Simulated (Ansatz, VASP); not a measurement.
## Two plane-wave programs on ZnS

The input INCAR:

```
SYSTEM = ZnS
  PREC = Accurate
  ENCUT = 520
  EDIFF = 1E-6
  ISMEAR = -1
  SIGMA = 0.02
  LREAL = .FALSE.
  LASPH = .TRUE.
  NELM = 60
  ALGO = Normal
  ISIF = 2
  LWAVE = .FALSE.
  LCHARG = .TRUE.
  GGA = PE
  LELF = .TRUE.
  LVHAR = .TRUE.
  NBANDS = 16
```

Contents of KPOINTS:

```
regular mesh
0
G
  8 8 8
  0 0 0
```

POSCAR

```
ZnS
1.0
    0.0211934752      2.7152793095      2.7152793095
    2.7152793095      0.0211934752      2.7152793095
    2.7152793095      2.7152793095      0.0211934752
Zn S
1 1
Direct
    0.0006586669      0.0006586669      0.0006586669
    0.2493413331      0.2493413331      0.2493413331
```

Input for Ansatz:

```yaml
crystal:
  lattice:
    - [0.0211934752, 2.7152793095, 2.7152793095]
    - [2.7152793095, 0.0211934752, 2.7152793095]
    - [2.7152793095, 2.7152793095, 0.0211934752]
  atoms:
    - { symbol: Zn, position: [0.0006586669, 0.0006586669, 0.0006586669] }
    - { symbol: S, position: [0.2493413331, 0.2493413331, 0.2493413331] }
kpoints:
  mp_grid: { grid: [8, 8, 8] }
  band_path:
    path:
      - [0.0, 0.0, 0.0]
      - [-0.5, -0.5, 0.0]
      - [-0.375, -0.375, 0.25]
      - [-0.375, 0.0, 0.375]
      - [0.0, 0.0, 0.5]
      - [-0.5, -0.25, 0.25]
    npoints: 1
hamiltonian:
  xc: pbe
scf:
  occupations: { method: fermi_dirac, width: 0.02 }
  n_extra_bands: 4
output:
  forces: true
  stress: true
  eigenvalues: true
```

Change from the starting cell: shear_111 strain +1.2%.

Alike in both runs: task single point; functional PBE; k mesh 8 × 8 × 8; occupations fermi-dirac, width 0.02 eV; no spin polarisation.

```csv
,VASP,Ansatz
version,VASP 6.6.1,Ansatz 0.2.0
potentials or method,"VASP PAW PBE potentials, release 64 (Zn, S)","plane waves, PAW"
plane-wave cutoff (eV),520,420
valence electrons in the cell,18,18
```

|  | VASP | Ansatz | Ansatz less VASP |
| --- | --- | --- | --- |
| gap on the k mesh at the Fermi level (eV) | 2.08 | 2.07 | -0.004 |
| pressure (GPa) | 1.5 | 1.4 | -0.16 |
| traceless stress, the component that is largest in VASP (GPa) | -0.38 | -0.38 | +0.001 |
